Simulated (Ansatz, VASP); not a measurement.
## Au in VASP and in Ansatz

The input INCAR:

```
SYSTEM = Au
ALGO = Normal ; EDIFF = 1E-6
ENCUT = 500 ; GGA = PE
GGA_COMPAT = .False. ; ISIF = 2
ISMEAR = -1 ; LASPH = .True.
LCHARG = .False. ; LREAL = .False.
LWAVE = .False. ; NBANDS = 12
NELM = 120 ; PREC = Accurate
SIGMA = 0.08
```

The input KPOINTS:

```
k-points
0
Gamma
  12 12 12
  0 0 0
```

Contents of POSCAR:

```
Au
1.0
    2.7750897184      0.0000000000      0.0000000000
    0.0000000000      2.7750897184      0.0000000000
    0.0000000000      0.0000000000      2.7750897184
Au
1
Direct
    0.0000000000      0.0000000000      0.0000000000
```

Input for Ansatz:

```yaml
crystal:
  lattice:
    - [2.7750897184, 0.0, 0.0]
    - [0.0, 2.7750897184, 0.0]
    - [0.0, 0.0, 2.7750897184]
  atoms:
    - { symbol: Au, position: [0.0, 0.0, 0.0] }
kpoints:
  mp_grid: { grid: [12, 12, 12] }
scf:
  occupations: { method: fermi_dirac, width: 0.08 }
  lower_state_search: standard
hamiltonian:
  xc: pbe
  pseudopotentials: { kind: all_electron, lapw: { basis_error: 0.00025 } }
output:
  forces: true
  stress: true
  eigenvalues: true
```

Alike in both runs: task single point; functional PBE; k mesh 12 × 12 × 12; occupations fermi-dirac, width 0.08 eV; no spin polarisation.

|  | VASP | Ansatz |
| --- | --- | --- |
| version | VASP 6.6.1 | Ansatz 0.2.0 |
| potentials or method | VASP PAW PBE potentials, release 64 (Au), cutoff 500 eV | all-electron LAPW, scalar-relativistic |

```tsv
	VASP	Ansatz	Ansatz less VASP
gap on the k mesh at the Fermi level (eV)	none	none	-
pressure (GPa)	-3.0	-2.8	+0.13
```

A gap of «none» marks a metal or a gap that the smearing closes. Ansatz ran all-electron here, and VASP with PAW potentials.

Neither program's run includes spin-orbit coupling.
